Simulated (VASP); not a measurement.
A run of VASP 6.6.1 is set up as follows.

INCAR

```
PREC = Accurate ; ENCUT = 520
EDIFF = 1E-7 ; ISMEAR = 0
SIGMA = 0.1 ; LREAL = False
LASPH = True ; NELM = 100
ALGO = Normal ; ISIF = 2
LWAVE = False ; LCHARG = True
GGA = PE ; LELF = True
LVHAR = True ; NBANDS = 34
```

Contents of KPOINTS:

```
regular mesh
0
Gamma
  4 4 4
```

POSCAR

```
LiOsRu3
1.0
    3.8792624282      0.0000000000      0.0000000000
    0.0000000000      3.8792624282      0.0000000000
    0.0000000000      0.0000000000      5.5495633440
Li Ru Os
1 3 1
Direct
    0.0000000000      0.0000000000     -0.0854519971
    0.5000000000      0.5000000000      1.0836374112
    0.0000000000      0.5000000000      0.3938744576
    0.5000000000      0.0000000000      0.3938744576
    0.5000000000      0.5000000000      0.6740656707
```

Potentials or basis: VASP PAW PBE potentials, release 64 (Li_sv, Ru_pv, Os).

Run with:

```bash
$ cat potpaw_PBE.64/Li_sv/POTCAR potpaw_PBE.64/Ru_pv/POTCAR potpaw_PBE.64/Os/POTCAR > POTCAR
$ mpirun -np 1 vasp_std > vasp.out
```

(1) Estimate the largest force.

Results:

(1) 0.213 eV/Å.

Caveat: the k points lie up to 0.40 Å⁻¹ apart.
